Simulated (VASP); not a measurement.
## Ge: single point with PBEsol

**The experiment to reproduce.**

From “Electronic and optical properties of SixGe1-x-ySny alloys lattice-matched to Ge”, 2021, arxiv:2109.02782, for a bulk crystal of Ge at 293 K: band gap 0.666 eV (indirect).

Ge:

```xyz
2
Lattice="0.0000 2.8289 2.8289 2.8289 0.0000 2.8289 2.8289 2.8289 0.0000" Properties=species:S:1:pos:R:3 pbc="T T T"
Ge    0.0000    0.0000    0.0000
Ge    1.4145    1.4145    1.4145
```

* Program: VASP 6.6.1
* Task: single point
* Functional: PBEsol
* Potentials or basis: VASP PAW PBE potentials, release 64 (Ge_d)
* Cutoff: 520 eV
* k mesh: 6 × 6 × 6
* Occupations: fermi-dirac, width 0.1 eV
* Spin: no spin polarisation
* Dipole correction: no
* Further INCAR settings: ALGO = Normal; EDIFF = 1e-06; NBANDS = 21

```json
{"Pressure": "0.6 GPa", "Band gap on the k mesh": "zero (filled and empty bands touch)"}
```

Levels at points of the mesh, in eV from the Fermi level:
| k point | band 12 | band 13 | band 14 | band 15 | band 16 | band 17 |
| --- | --- | --- | --- | --- | --- | --- |
| (0.00, 0.00, 0.00) | 0.00 | 0.00 | 0.00 | 0.00 | 2.53 | 2.53 |
| (0.50, 0.00, 0.00) | -7.62 | -1.40 | -1.40 | 0.13 | 3.71 | 3.71 |
| (0.50, 0.50, 0.00) | -8.90 | -3.08 | -3.08 | 0.67 | 0.67 | 9.49 |

Run time: 16 s on 1 thread of Intel(R) Xeon(R) Platinum 8488C (Sapphire Rapids) (shared host), peak memory 0.16 GiB.

A measured gap of Ge is 0.666 eV (indirect; 293 K; “Electronic and optical properties of SixGe1-x-ySny alloys lattice-matched to Ge”, 2021, arxiv:2109.02782); the calculated 0.00 eV misses it by -0.67 eV. 3 values of this kind are on record (0.666 to 0.807 eV); this one was drawn at random among those near their median. Spin-orbit coupling on Ge is left out. The value is that of PBEsol on a finite k mesh, which can miss the band edges, without temperature or zero-point motion. Semilocal functionals fall short of measured gaps as a rule.

Caveat: the PAW data sets were made with another functional, which shifts forces and pressure a little.
